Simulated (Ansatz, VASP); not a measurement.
Given: the input of a run of VASP 6.6.1 on CoSi2.

The input INCAR:

```
SYSTEM = CoSi2
PREC = Accurate
ENCUT = 520
EDIFF = 1E-6
ISMEAR = -5
SIGMA = 0.05
LREAL = .FALSE.
LASPH = .TRUE.
NELM = 150
ALGO = Normal
ISIF = 2
LWAVE = .FALSE.
LCHARG = .TRUE.
ISPIN = 2
MAGMOM = 4 0 0
LORBIT = 11
NUPDOWN = 4.0
LMAXMIX = 4
GGA = B5
ALDAX = 1.0
AGGAX = 1.0
AGGAC = 1.0
ALDAC = 0.0
IVDW = 13
VDW_S6 = 1.0
VDW_S8 = 2.34076671
VDW_A1 = 0.44488865
VDW_A2 = 4.0933009
LELF = .TRUE.
LVHAR = .TRUE.
NBANDS = 20
```

The input KPOINTS:

```
regular mesh
0
G
  9 9 9
  0 0 0
```

File POSCAR:

```
CoSi2
1.0
    0.0000000000      2.7305231384      2.7305231384
    2.7305231384      0.0000000000      2.7305231384
    2.7305231384      2.7305231384      0.0000000000
Co Si
1 2
Direct
    0.0000000000      0.0000000000      0.0000000000
    0.7500000000      0.7500000000      0.7500000000
    0.2500000000      0.2500000000      0.2500000000
```

Potentials or basis: VASP PAW PBE potentials, release 64 (Co, Si).

Command:

```sh
$ cat potpaw_PBE.64/Co/POTCAR potpaw_PBE.64/Si/POTCAR > POTCAR
$ mpirun -np 1 vasp_std > vasp.out
```

Q: Set up the same calculation for Ansatz 0.2.0. Potentials there: Ansatz PAW.

A: As run (the cutoff follows the program's own potentials):

Contents of input.yaml:

```yaml
crystal:
  lattice:
    - [0.0, 2.7305231384, 2.7305231384]
    - [2.7305231384, 0.0, 2.7305231384]
    - [2.7305231384, 2.7305231384, 0.0]
  atoms:
    - { symbol: Co, position: [0.0, 0.0, 0.0], spin: 4.0 }
    - { symbol: Si, position: [0.75, 0.75, 0.75] }
    - { symbol: Si, position: [0.25, 0.25, 0.25] }
hamiltonian:
  xc: blyp
  pseudopotentials: { kind: paw }
  dispersion: d4
magnetization:
  spin_polarized: true
  initial_magnetization: 4.0
  spin_locking: { lock_magnetization: hard }
kpoints:
  mp_grid: { grid: [9, 9, 9] }
scf:
  occupations: { method: tetrahedron }
output:
  forces: true
  stress: true
```

Potentials or basis: Ansatz PAW.

Run with:

```sh
$ ansatz run input.yaml --threads 2 --pin off --max-ram 5632MiB --backend cpu --events-out ev --progress --plain --runs-dir out
```

Both were run:

|  | VASP | Ansatz | Ansatz less VASP |
| --- | --- | --- | --- |
| pressure (GPa) | 21.6 | 21.2 | -0.42 |
| net moment per atom (μB) | 1.33 | 1.33 | 0.000 |
| size of the moment on the site where the two differ most (μB) | 2.29 | 2.17 | -0.113 |

VASP's potentials were made for PBE, not for BLYP. Site moments also hang on the region over which each program counts them. VASP's potentials hold 17 valence electrons a cell and Ansatz's 25, so a difference there can come from the potentials and not from the codes.
